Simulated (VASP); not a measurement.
A run of VASP 6.6.1:

The input POSCAR:

```
Ga
1.0
    2.7161341731      0.0000000000      0.0000000000
    0.0000000000      2.7161341731      0.0000000000
    0.0000000000      0.0000000000      2.7171847977
Ga
1
Direct
    0.0000000000      0.0000000000      0.0000000000
```

File INCAR.step1:

```
SYSTEM = Ga
ALGO     = Normal         ! electronic algorithm
EDIFF    = 1E-4           ! SCF threshold, eV
ENCUT    = 520            ! plane-wave cutoff, eV
GGA      = PE             ! functional
ISMEAR   = 0              ! smearing method
LASPH    = .True.         ! aspherical terms in the spheres
LCHARG   = .False.        ! write CHGCAR
LREAL    = .False.        ! projectors in reciprocal space
LWAVE    = .True.         ! write WAVECAR
NBANDS   = 12             ! bands
NELM     = 100            ! most SCF steps
PREC     = Accurate       ! precision mode
SIGMA    = 0.1            ! smearing width, eV
```

INCAR.step2

```
SYSTEM = Ga
ALGO     = Normal         ! electronic algorithm
EDIFF    = 1E-6           ! SCF threshold, eV
ENCUT    = 520            ! plane-wave cutoff, eV
ISIF     = 2              ! what is computed and relaxed
ISMEAR   = 0              ! smearing method
ISTART   = 1            
LASPH    = .True.         ! aspherical terms in the spheres
LCHARG   = .False.        ! write CHGCAR
LMIXTAU  = .True.       
LREAL    = .False.        ! projectors in reciprocal space
LWAVE    = .False.        ! write WAVECAR
METAGGA  = R2SCAN         ! meta-GGA
NBANDS   = 12             ! bands
NELM     = 100            ! most SCF steps
PREC     = Accurate       ! precision mode
SIGMA    = 0.1            ! smearing width, eV
```

The input KPOINTS:

```
k-points
0
Gamma
  20 20 20
  0 0 0
```

Potentials or basis: VASP PAW PBE potentials, release 64 (Ga_d).

Command:

```bash
$ cat potpaw_PBE.64/Ga_d/POTCAR > POTCAR
$ cp INCAR.step1 INCAR
$ mpirun -np 1 vasp_std > vasp.out
$ cp INCAR.step2 INCAR
$ mpirun -np 1 vasp_std > vasp.out
```

Hardware: 1 thread of AMD EPYC 7R13 (shared host).

How long does it take, and how much memory?

Run time: 15 min on 1 thread of AMD EPYC 7R13 (shared host), peak memory 0.24 GiB. Counts: k points 726.
